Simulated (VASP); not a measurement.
# Mg (Fm-3m) in VASP: a series of runs

Aim: see how the results for Mg move with the level of theory and the settings. Levels: PBE+D3(BJ), PBE+D4. Tasks: relaxation of cell and atoms.

Program: VASP 6.6.1. These are calculated values, not measurements. Logs are shortened: lines on timing, memory, paths and dates and some standing lists are left out, and cuts for length are marked.

## (1) The cell of the first run

It takes space group Fm-3m (No. 225, cubic). Conventional cell: a = 4.489 Å, b = 4.489 Å, c = 4.489 Å, α = 90.00°, β = 90.00°, γ = 90.00°. Mg (site symmetry m-3m) has 12 Mg at 3.17 Å within 4.2 Å.

This isn't the form of Mg at room conditions, which is hcp.

## (2) Relaxation of cell and atoms, PBE+D3(BJ)

Contents of INCAR:

```
ALGO = Normal
EDIFF = 1E-7
EDIFFG = -0.01
ENCUT = 600
GGA = PE
IBRION = 2
ISIF = 3
ISMEAR = -1
IVDW = 12
LASPH = True
LCHARG = False
LREAL = False
LWAVE = False
NELM = 100
NSW = 80
PREC = Accurate
SIGMA = 0.05
```

Contents of KPOINTS:

```
k-points
0
Gamma
  10 10 10
```

Contents of POSCAR:

```
Mg
1.0
    0.0000000000      2.2442560000      2.2442560000
    2.2442560000      0.0000000000      2.2442560000
    2.2442560000      2.2442560000      0.0000000000
Mg
1
Direct
    0.0000000000      0.0000000000      0.0000000000
```

Potentials or basis: VASP PAW PBE potentials, release 64 (Mg).

Run with:

```
$ cat potpaw_PBE.64/Mg/POTCAR > POTCAR
$ mpirun -np 1 vasp_std > vasp.out
```

OUTCAR:

```text
EDIFF = 1E-7
   EDIFFG = -0.01
   ENCUT = 600
   GGA = PE
   IBRION = 2
   ISIF = 3
   ISMEAR = -1
   IVDW = 12
   LASPH = True
   LREAL = False
   NELM = 100
   NSW = 80
   PREC = Accurate
 IVDW          = 12

 ion  position               nearest neighbor table
   1  0.000  0.000  0.000-

  LATTYP: Found a face centered cubic cell.
 ALAT       =     4.4885120000

  Lattice vectors:

 A1 = (   0.0000000000,   2.2442560000,   2.2442560000)
 A2 = (   2.2442560000,   0.0000000000,   2.2442560000)
 A3 = (   2.2442560000,   2.2442560000,   0.0000000000)

Analysis of symmetry for initial positions (statically):
=====================================================================
 Subroutine PRICEL returns:
 Original cell was already a primitive cell.

 Routine SETGRP: Setting up the symmetry group for a
 face centered cubic supercell.

 Subroutine GETGRP returns: Found 48 space group operations
 (whereof 48 operations were pure point group operations)
 out of a pool of 48 trial point group operations.

The static configuration has the point symmetry O_h .

Analysis of symmetry for dynamics (positions and initial velocities):
=====================================================================
 Subroutine PRICEL returns:
 Original cell was already a primitive cell.

 Routine SETGRP: Setting up the symmetry group for a
 face centered cubic supercell.

 Subroutine GETGRP returns: Found 48 space group operations
 (whereof 48 operations were pure point group operations)
 out of a pool of 48 trial point group operations.

The dynamic configuration has the point symmetry O_h .

 Subroutine INISYM returns: Found 48 space group operations
 (whereof 48 operations are pure point group operations),
 and found     1 'primitive' translations

----------------------------------------------------------------------------------------

                                     Primitive cell

  volume of cell :      22.6072

  direct lattice vectors                    reciprocal lattice vectors
     0.000000000  2.244256000  2.244256000    -0.222790983  0.222790983  0.222790983
     2.244256000  0.000000000  2.244256000     0.222790983 -0.222790983  0.222790983
     2.244256000  2.244256000  0.000000000     0.222790983  0.222790983 -0.222790983

  length of vectors
     3.173857273  3.173857273  3.173857273     0.385885302  0.385885302  0.385885302

  position of ions in fractional coordinates (direct lattice)
     0.000000000  0.000000000  0.000000000

  ion indices of the primitive-cell ions
   primitive index   ion index
                 1           1

----------------------------------------------------------------------------------------

 KPOINTS: k-points

Automatic generation of k-mesh.
 Grid dimensions read from file:
 generate k-points for:   10   10   10

 Generating k-lattice:

  Cartesian coordinates                     Fractional coordinates (reciprocal lattice)
    -0.022279098  0.022279098  0.022279098     0.100000000  0.000000000  0.000000000
     0.022279098 -0.022279098  0.022279098     0.000000000  0.100000000  0.000000000
     0.022279098  0.022279098 -0.022279098     0.000000000  0.000000000  0.100000000

  Length of vectors
     0.038588530  0.038588530  0.038588530

  Shift w.r.t. Gamma in fractional coordinates (k-lattice)
     0.000000000  0.000000000  0.000000000

 Subroutine IBZKPT returns following result:
 ===========================================

 Found     47 irreducible k-points:

 Following reciprocal coordinates:
            Coordinates               Weight
  0.000000  0.000000  0.000000      1.000000
  0.100000  0.000000  0.000000      8.000000
  0.200000  0.000000  0.000000      8.000000
  0.300000  0.000000  0.000000      8.000000
  0.400000  0.000000  0.000000      8.000000
  0.500000  0.000000  0.000000      4.000000
[... 16 lines left out ...]
  0.300000  0.300000  0.000000      6.000000
  0.400000  0.300000  0.000000     24.000000
 [... further k-points ...]
   k-points           NKPTS =     47   k-points in BZ     NKDIM =     47   number of bands    NBANDS=      5
   number of dos      NEDOS =    301   number of ions     NIONS =      1
   total plane-waves  NPLWV =  21952
   dimension x,y,z NGX =    28 NGY =   28 NGZ =   28
   dimension x,y,z NGXF=    56 NGYF=   56 NGZF=   56
   ions per type =               1
   NGX,Y,Z   is equivalent  to a cutoff of  14.67, 14.67, 14.67 a.u.
   NGXF,Y,Z  is equivalent  to a cutoff of  29.33, 29.33, 29.33 a.u.
 SYSTEM =  unknown system
   PREC   = accura    normal or accurate (medium, high low for compatibility)
   ISTART =      0    job   : 0-new  1-cont  2-samecut
   ICHARG =      2    charge: 1-file 2-atom 10-const
   ISPIN  =      1    spin polarized calculation?
   LNONCOLLINEAR =      F non collinear calculations
   LSORBIT =      F    spin-orbit coupling
   LASPH  =      T    aspherical Exc in radial PAW
   ENCUT  =  600.0 eV  44.10 Ry    6.64 a.u.   6.34  6.34  6.34*2*pi/ulx,y,z
   NELM   =    100;   NELMIN=  2; NELMDL= -5     # of ELM steps
   EDIFF  = 0.1E-06   stopping-criterion for ELM
   LREAL  =      F    real-space projection
   EDIFFG = -.1E-01   stopping-criterion for IOM
   NSW    =     80    number of steps for IOM
   IBRION =      2    ionic relax: 0-MD 1-quasi-New 2-CG
   NFREE  =      1    steps in history (QN), initial steepest desc. (CG)
   ISIF   =      3    stress and relaxation
   ISYM   =      2    0-nonsym 1-usesym 2-fastsym
   POTIM  = 0.5000    time-step for ionic-motion
   TEBEG  =    0.0;   TEEND  =   0.0 temperature during run
   PSTRESS=    0.0 pullay stress
   NELECT =       2.0000    total number of electrons
   NUPDOWN=      -1.0000    fix difference up-down
   EMIN   =  10.00;   EMAX   =-10.00  energy-range for DOS
   EFERMI =   0.00;   METHOD = LEGACY
   ISMEAR =    -1;   SIGMA  =   0.05  broadening in eV -4-tet -1-fermi 0-gaus
   EFERMI_NEDOS =   21; number of points for ismear=-14 and -15
   IALGO  =     38    algorithm
   IMIX   =      4    mixing-type and parameters
     AMIX     =   0.40;   BMIX     =  1.00
     AMIX_MAG =   1.60;   BMIX_MAG =  1.00
  volume/ion in A,a.u.               =      22.61       152.56
  Fermi-wavevector in a.u.,A,eV,Ry     =   0.729462  1.378483  7.239854  0.532114
  Thomas-Fermi vector in A             =   1.821189
   LORBIT       =      0    0 simple, 1 ext, 2 COOP (PROOUT), +10 PAW based schemes
   GGA     = PE    functional components
   LHFCALC =     F    Hartree Fock is set to
   AEXX    =    0.0000 exact exchange contribution
   IVDW    =    12    specifies the selected vdW correction
   LEPSILON=     F    determine dielectric tensor
   LRPA    =     F    only Hartree local field effects (RPA)
 conjugate gradient relaxation of ions
 non-spin polarized calculation
  energy-cutoff  :      600.00
  volume of cell :       22.61
 maximum number of plane-waves:       769
 NGX is ok and might be reduce to    28
   NGX = 13   NGY = 13   NGZ = 13

--------------------------------------- Ionic step        1  -------------------------------------------

 number of electron       2.0000000 magnetization

 Free energy of the ion-electron system (eV)
  ---------------------------------------------------
  ext. energy  EPLUGINS =         0.00000000
  ---------------------------------------------------
  free energy    TOTEN  =        -1.49555211 eV

  energy without entropy =       -1.49156491  energy(sigma->0) =       -1.49355851

------------------------ aborting loop because EDIFF is reached ----------------------------------------

 Edisp (eV)   -0.28787

 E8    (eV) :    -0.1262

  FORCE on cell =-STRESS in cart. coord.  units (eV):
  Direction    XX          YY          ZZ          XY          YZ          ZX
  --------------------------------------------------------------------------------------
  -------------------------------------------------------------------------------------
  Total      -0.19096    -0.19096    -0.19096     0.00000     0.00000     0.00000
  in kB     -13.53308   -13.53308   -13.53308     0.00000     0.00000     0.00000
  external pressure =      -13.53 kB  Pullay stress =        0.00 kB
[... 59 lines left out ...]
  energy  without entropy=       -1.7827989777  energy(sigma->0) =       -1.78477433

--------------------------------------- Ionic step        3  -------------------------------------------

 number of electron       2.0000000 magnetization

 Free energy of the ion-electron system (eV)
  ---------------------------------------------------
  ext. energy  EPLUGINS =         0.00000000
  ---------------------------------------------------
  free energy    TOTEN  =        -1.48847872 eV

  energy without entropy =       -1.48453039  energy(sigma->0) =       -1.48650455

 E-fermi :   2.9702     XC(G=0):  -8.6525

 val. band max:        2.9324912922   @ k =  -0.4000   0.5000   0.1000
 cond. band min:       3.0513675363   @ k =  -0.3000   0.4000   0.1000
 fundamental gap:      0.1188762441
 Fermi energy:         2.9702499887

 k-point     1 :       0.0000    0.0000    0.0000
  band No.  band energies     occupation
      1      -4.2496      2.00000
      2      15.5782      0.00000
      3      15.5782      0.00000
      4      15.5782      0.00000
      5      17.7882      0.00000

 k-point     2 :       0.1000    0.0000    0.0000
  band No.  band energies     occupation
      1      -4.0195      2.00000
      2      12.9187      0.00000
      3      15.1722      0.00000
      4      15.1722      0.00000
      5      17.5632      0.00000
[... 169 lines left out ...]
 k-point    24 :       0.4000    0.3000    0.0000
  band No.  band energies     occupation
      1      -0.4180      2.00000
      2       7.8244      0.00000
      3       8.4195      0.00000
      4      10.8087      0.00000
      5      11.6103      0.00000

 [... further k-points ...]

------------------------ aborting loop because EDIFF is reached ----------------------------------------

 Edisp (eV)   -0.29848

 E8    (eV) :    -0.1308

  FORCE on cell =-STRESS in cart. coord.  units (eV):
  Direction    XX          YY          ZZ          XY          YZ          ZX
  --------------------------------------------------------------------------------------
  -------------------------------------------------------------------------------------
  Total      -0.00172    -0.00172    -0.00172     0.00000    -0.00000    -0.00000
  in kB      -0.12637    -0.12637    -0.12637     0.00000    -0.00000    -0.00000
  external pressure =       -0.13 kB  Pullay stress =        0.00 kB
[... 16 lines left out ...]
  FREE ENERGIE OF THE ION-ELECTRON SYSTEM (eV)
  ---------------------------------------------------
  free  energy   TOTEN  =        -1.7869545528 eV

  energy  without entropy=       -1.7830062263  energy(sigma->0) =       -1.78498039

 reached required accuracy - stopping structural energy minimisation
```

It took 8.5 s on 1 thread of Intel Xeon 6975P-C (Granite Rapids), shared host; peak memory 0.16 GiB.

Results:

```yaml
Free_energy: -1.7870 eV
Relaxed_volume: 21.81 Å³/atom
Relaxed_cell: a = 3.136 Å, b = 3.136 Å, c = 3.136 Å, α = 60.00°, β = 60.00°, γ = 60.00°
Space_group_after_relaxing_to_0.1_Å: Fm-3m (No. 225)
Energy_gained_by_relaxing: 3.5 meV/atom
Ionic_steps: 3
Pressure_after_relaxing: 0.0 GPa
Band_gap_on_the_k_mesh: zero (bands 1 and 2 overlap by 2.14 eV)
Dispersion_energy_per_atom: -0.298 eV
```

Step by step:
```tsv
step	energy change (eV)	largest force (eV/Å)	pressure (GPa)	volume (Å³)
1	0.0000	0.0000	-1.35	22.61
2	-0.0033	0.0000	-0.34	21.99
3	-0.0035	0.0000	-0.01	21.81
```

Final structure:
```
Mg
1.0
     0.00000    2.21739    2.21739
     2.21739    0.00000    2.21739
     2.21739    2.21739    0.00000
Mg
1
Direct
  0.00000 0.00000 0.00000
```

## (3) Relaxation of cell and atoms, PBE+D4

Contents of INCAR:

```
  PREC = Accurate
  ENCUT = 600
  EDIFF = 1E-7
  ISMEAR = -1
  SIGMA = 0.05
  LREAL = F
  LASPH = T
  NELM = 60
  ALGO = Normal
  ISIF = 3
  LWAVE = F
  LCHARG = F
  GGA = PE
  IVDW = 13
  IBRION = 2
  NSW = 80
  EDIFFG = -0.01
```

Contents of KPOINTS:

```
regular mesh
0
Gamma
  10 10 10
```

POSCAR is that of step 2.

Potentials or basis: VASP PAW PBE potentials, release 64 (Mg).

Run with:

```
$ cat potpaw_PBE.64/Mg/POTCAR > POTCAR
$ mpirun -np 1 vasp_std > vasp.out
```

It took 6.3 s on 1 thread of Intel Xeon 6975P-C (Granite Rapids), shared host; peak memory 0.15 GiB.

Results (log left out):

* Free energy: -1.5725 eV
* Relaxed volume: 22.68 Å³/atom
* Relaxed cell: a = 3.177 Å, b = 3.177 Å, c = 3.177 Å, α = 60.00°, β = 60.00°, γ = 60.00°
* Space group after relaxing (to 0.1 Å): Fm-3m (No. 225)
* Energy gained by relaxing: 0.0 meV/atom
* Ionic steps: 2
* Pressure after relaxing: 0.0 GPa
* Band gap on the k mesh: zero (bands 1 and 2 overlap by 2.13 eV)
* Dispersion energy per atom: -0.077 eV

Final structure:
```xyz
1
Lattice="0.0000 2.2466 2.2466 2.2466 0.0000 2.2466 2.2466 2.2466 0.0000" Properties=species:S:1:pos:R:3 pbc="T T T"
Mg    0.0000    2.2466    2.2466
```

Levels at points of the mesh, in eV from the Fermi level:
| k point | band 1 | band 2 | band 3 | band 4 |
| --- | --- | --- | --- | --- |
| (0.00, 0.00, 0.00) | -7.05 | 12.36 | 12.36 | 12.36 |
| (0.50, 0.00, 0.00) | -1.80 | -1.36 | 11.26 | 11.26 |
| (0.50, 0.50, 0.00) | -0.30 | 0.73 | 6.04 | 6.93 |
